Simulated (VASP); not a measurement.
Wanted: the native input for a VASP 6.6.1 run.

| Item | Value |
| --- | --- |
| Task | single point |
| Functional | PBE |
| Potentials or basis | VASP PAW PBE potentials, release 64 (Li_sv, H) |
| Cutoff | 520 eV |
| k mesh | 12 × 10 × 10 |
| Occupations | gaussian, width 0.1 eV |
| Spin | no spin polarisation |
| Dipole correction | no |
| Further INCAR settings | ALGO = Normal; EDIFF = 1e-07; NBANDS = 14 |

The structure of LiH2 lies in POSCAR:

```
LiH2
1.0
    3.1469720452      0.0000000000      0.0000000000
    0.0000000000      3.5491361977      0.0000000000
    0.0000000000      0.0000000000      3.5602082961
Li H
2 4
Direct
    0.5000000000      0.5000000000      0.5000000000
    0.0000000000      0.0000000000      0.0000000000
    0.2445631141      1.0000000000      0.5000000000
    0.7445631141      0.5000000000      0.0000000000
    0.7554368859      0.0000000000      0.5000000000
    0.2554368859      0.5000000000      0.0000000000
```

These files were run (other wordings do the same):

INCAR

```
SYSTEM = LiH2
PREC = Accurate
ENCUT = 520
EDIFF = 1E-7
ISMEAR = 0
SIGMA = 0.1
LREAL = .FALSE.
LASPH = .TRUE.
NELM = 80
ALGO = Normal
ISIF = 2
LWAVE = .FALSE.
LCHARG = .FALSE.
GGA = PE
NBANDS = 14
```

KPOINTS

```
Automatic mesh
0
G
  12 10 10
  0 0 0
```

Potentials or basis: VASP PAW PBE potentials, release 64 (Li_sv, H).

The run is started by

```bash
$ cat potpaw_PBE.64/Li_sv/POTCAR potpaw_PBE.64/H/POTCAR > POTCAR
$ mpirun -np 1 vasp_std > vasp.out
```

Results of the run:

```json
{"Band gap on the k mesh": "zero (bands 5 and 6 overlap by 7.36 eV)"}
```

It took 2.4 min on 1 thread of Intel Xeon 8259CL (shared host), peak memory 0.22 GiB.
